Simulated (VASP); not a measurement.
RuCl2, 6 atoms in the cell. Symmetry: P6_3/mmc, No. 194, hexagonal system. Conventional cell: a = 3.464 Å, b = 3.464 Å, c = 14.061 Å, α = 90.00°, β = 90.00°, γ = 120.00°. Ru (site symmetry -6m2) has 6 Cl at 2.59 Å and 6 Ru at 3.46 Å within 3.5 Å. Within 3.5 Å of Cl (site symmetry 3m) lie 3 Ru at 2.59 Å and 7 Cl at 3.30 to 3.46 Å. The cell was generated, and may not be a known phase.

| Property | Result |
| --- | --- |
| Program | VASP 6.6.1 |
| Task | single point |
| Functional | PBE |
| Potentials or basis | VASP PAW PBE potentials, release 64 (Ru_pv, Cl) |
| Cutoff | 520 eV |
| k mesh | 6 × 6 × 2 |
| Occupations | gaussian, width 0.1 eV |
| Spin | collinear spin, ferromagnetic start |
| Starting moments | [-1.0, -1.0, 0.0, 0.0, 0.0, 0.0] μB |
| Dipole correction | no |
| Further INCAR settings | ALGO = Normal; EDIFF = 1e-06; NBANDS = 41 |

Potentials or basis: VASP PAW PBE potentials, release 64 (Ru_pv, Cl).

Run with:

```sh
$ cat potpaw_PBE.64/Ru_pv/POTCAR potpaw_PBE.64/Cl/POTCAR > POTCAR
$ mpirun -np 1 vasp_std > vasp.out
```

Hardware: 1 thread of Intel(R) Xeon(R) Platinum 8259CL CPU @ 2.50GHz (Skylake/Cascade Lake) (shared host).

Question: Estimate the wall time of this run.

Answer: Wall time 6.6 min on 1 thread of Intel(R) Xeon(R) Platinum 8259CL CPU @ 2.50GHz (Skylake/Cascade Lake) (shared host), peak memory 0.39 GiB. Counts: scf iterations 21, k points 14.
